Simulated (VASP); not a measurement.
# TaN (P-62m) in VASP: single point with PBEsol+U

Aim: the single point of TaN with PBEsol+U.

All numbers are computed with VASP 6.6.1; they aren't measurements. Logs are shortened: lines on timing, memory, paths and dates and some standing lists are left out, and cuts for length are marked.

**1. The cell of the first run**

It takes space group P-62m (No. 189, hexagonal). The conventional cell has a = 5.196 Å, b = 5.196 Å, c = 2.911 Å, α = 90.00°, β = 90.00°, γ = 120.00°. Within 3.0 Å of Ta (site symmetry -6) lie 6 N at 2.16 Å and 5 Ta at 2.91 to 3.00 Å. Within 2.7 Å of Ta (site symmetry -62m) lie 3 N at 2.04 Å. Within 3.0 Å of N (site symmetry m2m) lie 5 Ta at 2.04 to 2.16 Å and 6 N at 2.77 to 2.91 Å.

**2. Single point, PBEsol+U, collinear spin**

File INCAR:

```
PREC = Accurate
ENCUT = 520
EDIFF = 1E-6
ISMEAR = 0
SIGMA = 0.05
LREAL = False
LASPH = True
NELM = 150
ALGO = Normal
ISIF = 2
LWAVE = False
LCHARG = True
ISPIN = 2
MAGMOM = 0.62 0.62 0.78 -0.04 -0.02 -0.02
LORBIT = 11
NUPDOWN = 4.5
LMAXMIX = 4
LDAU = True
LDAUTYPE = 1
LDAUL = 2 -1
LDAUU = 6 0
LDAUJ = 0.5 0
LDAUPRINT = 1
GGA = PS
LELF = True
LVHAR = True
NBANDS = 37
```

File KPOINTS:

```
Automatic mesh
0
Gamma
  4 4 6
```

File POSCAR:

```
TaN
1.0
    5.1960001500      0.0000000000      0.0000000000
   -2.5980000800      4.4998681300      0.0000000000
    0.0000000000      0.0000000000      2.9109996000
Ta N
3 3
Direct
    0.3333333333      0.6666666667      0.5000000000
    0.6666666667      0.3333333333      0.5000000000
    0.0000000000      0.0000000000      0.0000000000
    0.3928500000      0.0000000000      0.0000000000
    0.6071500000      0.6071500000      0.0000000000
    0.0000000000      0.3928500000      0.0000000000
```

Potentials or basis: VASP PAW PBE potentials, release 64 (Ta_pv, N).

The run is started by

```console
> cat potpaw_PBE.64/Ta_pv/POTCAR potpaw_PBE.64/N/POTCAR > POTCAR
> mpirun -np 1 vasp_std > vasp.out
```

OUTCAR:

```text
PREC = Accurate
   ENCUT = 520
   EDIFF = 1E-6
   ISMEAR = 0
   LREAL = False
   LASPH = True
   NELM = 150
   ISIF = 2
   ISPIN = 2
   LORBIT = 11
   NUPDOWN = 4.5
   GGA = PS

 ion  position               nearest neighbor table
   1  0.333  0.667  0.500-   6 2.16   6 2.16   5 2.16   5 2.16   4 2.16   4 2.16   2 3.00   2 3.00
                             2 3.00   3 3.33   3 3.33   3 3.33   3 3.33   3 3.33   3 3.33
   2  0.667  0.333  0.500-   6 2.16   6 2.16   4 2.16   4 2.16   5 2.16   5 2.16   1 3.00   1 3.00
                             1 3.00   3 3.33   3 3.33   3 3.33   3 3.33   3 3.33   3 3.33
   3  0.000  0.000  0.000-   5 2.04   4 2.04   6 2.04   2 3.33   2 3.33   1 3.33   1 3.33   1 3.33
                             2 3.33   2 3.33   1 3.33   2 3.33   2 3.33   1 3.33   1 3.33
   4  0.393  0.000  0.000-   3 2.04   2 2.16   2 2.16   1 2.16   1 2.16
   5  0.607  0.607  0.000-   3 2.04   1 2.16   1 2.16   2 2.16   2 2.16
   6  0.000  0.393  0.000-   3 2.04   2 2.16   2 2.16   1 2.16   1 2.16

  LATTYP: Found a hexagonal cell.
 ALAT       =     5.1960001500
 C/A-ratio  =     0.5602385520

  Lattice vectors:

 A1 = (   5.1960001500,   0.0000000000,   0.0000000000)
 A2 = (  -2.5980000800,   4.4998681300,   0.0000000000)
 A3 = (   0.0000000000,   0.0000000000,   2.9109996000)

Analysis of symmetry for initial positions (statically):
=====================================================================
 Subroutine PRICEL returns:
 Original cell was already a primitive cell.

 Routine SETGRP: Setting up the symmetry group for a
 hexagonal supercell.

 Subroutine GETGRP returns: Found 12 space group operations
 (whereof 12 operations were pure point group operations)
 out of a pool of 24 trial point group operations.

The static configuration has the point symmetry D_3h.

Analysis of symmetry for dynamics (positions and initial velocities):
=====================================================================
 Subroutine PRICEL returns:
 Original cell was already a primitive cell.

 Routine SETGRP: Setting up the symmetry group for a
 hexagonal supercell.

 Subroutine GETGRP returns: Found 12 space group operations
 (whereof 12 operations were pure point group operations)
 out of a pool of 24 trial point group operations.

The dynamic configuration has the point symmetry D_3h.

Analysis of structural, dynamic, and magnetic symmetry:
=====================================================================
 Subroutine PRICEL returns:
 Original cell was already a primitive cell.

 Routine SETGRP: Setting up the symmetry group for a
 hexagonal supercell.

 Subroutine GETGRP returns: Found  4 space group operations
 (whereof  4 operations were pure point group operations)
 out of a pool of 24 trial point group operations.

The overall configuration has the point symmetry C_2v.

 Subroutine INISYM returns: Found  4 space group operations
 (whereof  4 operations are pure point group operations),
 and found     1 'primitive' translations

----------------------------------------------------------------------------------------

                                     Primitive cell

  volume of cell :      68.0630

  direct lattice vectors                    reciprocal lattice vectors
     5.196000150  0.000000000  0.000000000     0.192455730  0.111114367  0.000000000
    -2.598000080  4.499868130  0.000000000     0.000000000  0.222228735  0.000000000
     0.000000000  0.000000000  2.910999600     0.000000000  0.000000000  0.343524609

  length of vectors
     5.196000150  5.196000154  2.910999600     0.222228735  0.222228735  0.343524609

  position of ions in fractional coordinates (direct lattice)
     0.333333333  0.666666667  0.500000000
     0.666666667  0.333333333  0.500000000
     0.000000000  0.000000000  0.000000000
     0.392850000  0.000000000  0.000000000
     0.607150000  0.607150000  0.000000000
     1.000000000  0.392850000  0.000000000

  ion indices of the primitive-cell ions
   primitive index   ion index
                 1           1
                 2           2
                 3           3
                 4           4
                 5           5
                 6           6

----------------------------------------------------------------------------------------

 KPOINTS: Automatic mesh
[... 29 lines left out ...]
  0.000000  0.500000  0.000000      1.000000
  0.250000  0.250000  0.000000      4.000000
[... 16 lines left out ...]
  0.250000 -0.000000  0.500000      4.000000
  0.000000  0.250000  0.500000      2.000000
 [... further k-points ...]
   k-points           NKPTS =     28   k-points in BZ     NKDIM =     28   number of bands    NBANDS=     37
   number of dos      NEDOS =    301   number of ions     NIONS =      6
   total plane-waves  NPLWV =  38400
   dimension x,y,z NGX =    40 NGY =   40 NGZ =   24
   dimension x,y,z NGXF=    80 NGYF=   80 NGZF=   48
   ions per type =               3   3
   NGX,Y,Z   is equivalent  to a cutoff of  12.80, 12.80, 13.71 a.u.
   NGXF,Y,Z  is equivalent  to a cutoff of  25.60, 25.60, 27.41 a.u.
 SYSTEM =  unknown system
   PREC   = accura    normal or accurate (medium, high low for compatibility)
   ISTART =      0    job   : 0-new  1-cont  2-samecut
   ICHARG =      2    charge: 1-file 2-atom 10-const
   ISPIN  =      2    spin polarized calculation?
   LNONCOLLINEAR =      F non collinear calculations
   LSORBIT =      F    spin-orbit coupling
   LASPH  =      T    aspherical Exc in radial PAW
   ENCUT  =  520.0 eV  38.22 Ry    6.18 a.u.   9.66  9.66  5.41*2*pi/ulx,y,z
   NELM   =    150;   NELMIN=  2; NELMDL= -5     # of ELM steps
   EDIFF  = 0.1E-05   stopping-criterion for ELM
   LREAL  =      F    real-space projection
   EDIFFG = 0.1E-04   stopping-criterion for IOM
   NSW    =      0    number of steps for IOM
   IBRION =     -1    ionic relax: 0-MD 1-quasi-New 2-CG
   NFREE  =      0    steps in history (QN), initial steepest desc. (CG)
   ISIF   =      2    stress and relaxation
   ISYM   =      2    0-nonsym 1-usesym 2-fastsym
   POTIM  = 0.5000    time-step for ionic-motion
   TEBEG  =    0.0;   TEEND  =   0.0 temperature during run
   PSTRESS=    0.0 pullay stress
   NELECT =      48.0000    total number of electrons
   NUPDOWN=       4.5000    fix difference up-down
   EMIN   =  10.00;   EMAX   =-10.00  energy-range for DOS
   EFERMI =   0.00;   METHOD = LEGACY
   ISMEAR =     0;   SIGMA  =   0.05  broadening in eV -4-tet -1-fermi 0-gaus
   EFERMI_NEDOS =   21; number of points for ismear=-14 and -15
   IALGO  =     38    algorithm
   IMIX   =      4    mixing-type and parameters
     AMIX     =   0.40;   BMIX     =  1.00
     AMIX_MAG =   1.60;   BMIX_MAG =  1.00
  volume/ion in A,a.u.               =      11.34        76.55
  Fermi-wavevector in a.u.,A,eV,Ry     =   1.457197  2.753703 28.890918  2.123423
  Thomas-Fermi vector in A             =   2.574026
   LORBIT       =     11    0 simple, 1 ext, 2 COOP (PROOUT), +10 PAW based schemes
 LDA+U is selected, type is set to LDAUTYPE =  1
   angular momentum for each species LDAUL =     2   -1
   U (eV)           for each species LDAUU =   6.0  0.0
   J (eV)           for each species LDAUJ =   0.5  0.0
   GGA     = PS    functional components
   LHFCALC =     F    Hartree Fock is set to
   AEXX    =    0.0000 exact exchange contribution
   IVDW    =     0    specifies the selected vdW correction
   LEPSILON=     F    determine dielectric tensor
   LRPA    =     F    only Hartree local field effects (RPA)
 spin polarized calculation
 Gauss-broadening in eV      SIGMA  =   0.05
  energy-cutoff  :      520.00
  volume of cell :       68.06
 maximum number of plane-waves:      1858
 NGX is ok and might be reduce to    40
   NGX = 19   NGY = 19   NGZ = 11

atom =   1  type =  1  l = 2

 onsite density matrix

spin component  1
[... 83 lines left out ...]
  o =  0.0468  v =  0.0000  0.0000  0.0000  0.0000  0.0000  0.0000 -1.0000 -0.0000 -0.0004  0.0000      0.0000  0.0000  0.0000  0.0000  0.0000  0.0000  0.0000  0.0000  0.0000  0.0000
  o =  0.0468  v =  0.0000  0.0000  0.0000  0.0000  0.0000 -0.0000  0.0004  0.0000 -1.0000 -0.0000      0.0000  0.0000  0.0000  0.0000  0.0000  0.0000  0.0000  0.0000  0.0000  0.0000
  o =  0.1487  v =  0.0000  0.0000  0.0000  0.0000  0.0000 -0.0000  0.0000  0.0000 -0.0000 -1.0000      0.0000  0.0000  0.0000  0.0000  0.0000  0.0000  0.0000  0.0000  0.0000  0.0000
  o =  0.1487  v =  0.0000  0.0000  0.0000  0.0000  0.0000 -1.0000 -0.0000  0.0000  0.0000  0.0000      0.0000  0.0000  0.0000  0.0000  0.0000  0.0000  0.0000  0.0000  0.0000  0.0000
  o =  0.2445  v =  0.0000  0.0000  0.0000  0.0000  0.0000 -0.0000  0.0000 -1.0000 -0.0000 -0.0000      0.0000  0.0000  0.0000  0.0000  0.0000  0.0000  0.0000  0.0000  0.0000  0.0000
  o =  0.2779  v =  0.0000 -0.0000 -0.0000 -0.0000  1.0000  0.0000  0.0000  0.0000  0.0000  0.0000      0.0000  0.0000  0.0000  0.0000  0.0000  0.0000  0.0000  0.0000  0.0000  0.0000
  o =  0.2779  v =  1.0000  0.0000 -0.0000  0.0000 -0.0000  0.0000  0.0000  0.0000  0.0000  0.0000      0.0000  0.0000  0.0000  0.0000  0.0000  0.0000  0.0000  0.0000  0.0000  0.0000
  o =  0.3284  v =  0.0000 -0.0000  1.0000 -0.0000  0.0000  0.0000  0.0000  0.0000  0.0000  0.0000      0.0000  0.0000  0.0000  0.0000  0.0000  0.0000  0.0000  0.0000  0.0000  0.0000
  o =  0.4506  v =  0.0000 -0.0025  0.0000 -1.0000 -0.0000  0.0000  0.0000  0.0000  0.0000  0.0000      0.0000  0.0000  0.0000  0.0000  0.0000  0.0000  0.0000  0.0000  0.0000  0.0000
  o =  0.4506  v =  0.0000 -1.0000  0.0000  0.0025 -0.0000  0.0000  0.0000  0.0000  0.0000  0.0000      0.0000  0.0000  0.0000  0.0000  0.0000  0.0000  0.0000  0.0000  0.0000  0.0000

 number of electron      48.0000002 magnetization       4.4999495

 Free energy of the ion-electron system (eV)
  ---------------------------------------------------
  ext. energy  EPLUGINS =         0.00000000
  ---------------------------------------------------
  free energy    TOTEN  =       -51.74660054 eV

  energy without entropy =      -51.74451798  energy(sigma->0) =      -51.74555926

 E-fermi :   7.0221     XC(G=0): -13.0874

 val. band max:       10.0077802236   @ k =   0.0000   0.5000   0.5000
 cond. band min:       7.0825788359   @ k =   0.2500   0.2500   0.5000
 fundamental gap:     -2.9252013878
 Fermi energy:        10.0256349817

 spin component 1

 k-point     1 :       0.0000    0.0000    0.0000
  band No.  band energies     occupation
      1     -28.5411      1.00000
      2     -28.5411      1.00000
      3     -28.1601      1.00000
      4     -28.1601      1.00000
      5     -27.9033      1.00000
      6     -27.7988      1.00000
[... 1865 lines left out ...]
     35      15.3720      0.00000
     36      15.9321      0.00000

 [... further k-points ...]

 [bands above 36 left out]

------------------------ aborting loop because EDIFF is reached ----------------------------------------

  FORCE on cell =-STRESS in cart. coord.  units (eV):
  Direction    XX          YY          ZZ          XY          YZ          ZX
  --------------------------------------------------------------------------------------
  -------------------------------------------------------------------------------------
  Total       13.3494404     13.3494317     14.1737124     -0.0000000      0.0000000      0.0000000
  in kB      314.2407872    314.2405833    333.6438396     -0.0000003      0.0000000      0.0000000
  external PRESSURE =     320.7084033 kB  Pullay stress =       0.0000000 kB

 VOLUME and BASIS-vectors are now :
 -----------------------------------------------------------------------------
  energy-cutoff  :      520.00
  volume of cell :       68.06
      direct lattice vectors                 reciprocal lattice vectors
     5.196000150  0.000000000  0.000000000     0.192455730  0.111114367  0.000000000
    -2.598000080  4.499868130  0.000000000     0.000000000  0.222228735  0.000000000
     0.000000000  0.000000000  2.910999600     0.000000000  0.000000000  0.343524609

 POSITION                                       TOTAL-FORCE (eV/Angst)
 -----------------------------------------------------------------------------------
     -0.00000      2.99991      1.45550        -0.000008     -0.000014      0.000000
      2.59800      1.49996      1.45550        -0.000008      0.000014      0.000000
      0.00000      0.00000      0.00000         0.000016      0.000000      0.000000
      2.04125      0.00000      0.00000         0.697201      0.000000      0.000000
      1.57738      2.73209      0.00000        -0.348600     -0.603771      0.000000
     -1.02062      1.76777      0.00000        -0.348600      0.603771      0.000000
 -----------------------------------------------------------------------------------
    total drift:                               -0.000001     -0.000003      0.000000

  FREE ENERGIE OF THE ION-ELECTRON SYSTEM (eV)
  ---------------------------------------------------
  free  energy   TOTEN  =       -51.7466005355 eV

  energy  without entropy=      -51.7445179751  energy(sigma->0) =      -51.74555926

 total charge

# of ion       s       p       d       tot
------------------------------------------
    1        0.317   6.272   2.249   8.838
    2        0.317   6.272   2.249   8.838
    3        0.369   6.216   2.374   8.959
    4        1.240   2.589   0.000   3.829
    5        1.240   2.589   0.000   3.829
    6        1.240   2.589   0.000   3.829
--------------------------------------------------
tot          4.724  26.528   6.872  38.123

 magnetization (x)

# of ion       s       p       d       tot
------------------------------------------
    1        0.014   0.027   0.862   0.903
    2        0.014   0.027   0.862   0.903
    3        0.034   0.057   1.134   1.225
    4        0.002   0.030   0.000   0.032
    5        0.002   0.030   0.000   0.032
    6        0.002   0.030   0.000   0.032
--------------------------------------------------
tot          0.068   0.202   2.858   3.127
```

Wall time 1.9 min (1 thread of Intel Xeon Platinum 8375C at 2.90GHz (Ice Lake), shared host); peak memory 0.28 GiB.

Results:

```
Free energy                                           : -51.7466 eV
Pressure                                              : 32.1 GPa
Largest force                                         : 0.697 eV/Å
Net moment                                            : 4.50 μB per cell
Site moments                                          : Ta +0.90, +1.23 (each value once); N +0.03 μB
Valence electrons inside the program's atomic spheres : Ta 8.84, 8.96 (each value once); N 3.83
```

Forces on the atoms (eV/Å):
```
Ta   0.000  0.000  0.000
Ta   0.000  0.000  0.000
Ta   0.000  0.000  0.000
N    0.697  0.000  0.000
N   -0.349 -0.604  0.000
N   -0.349  0.604  0.000
```

Stress tensor (GPa, compression positive):
```
31.42  0.00  0.00
 0.00 31.42  0.00
 0.00  0.00 33.36
```

Eigenvalues of the final occupation matrices:
```tsv
site	spin	trace	eigenvalues
site 1 d	1	1.58	0.23 0.23 0.34 0.34 0.43
site 1 d	2	0.71	0.11 0.11 0.12 0.19 0.19
site 2 d	1	1.58	0.23 0.23 0.34 0.34 0.43
site 2 d	2	0.71	0.11 0.11 0.12 0.19 0.19
site 3 d	1	1.79	0.28 0.28 0.33 0.45 0.45
site 3 d	2	0.64	0.05 0.05 0.15 0.15 0.24
```

Caveat: the moment is held away from its start; the cell stands under pressure; the PAW data sets were made with another functional, which shifts forces and pressure a little; spin-orbit coupling is left out, which moves the levels of the heavy elements; the total moment is fixed, so each spin has its own Fermi level.
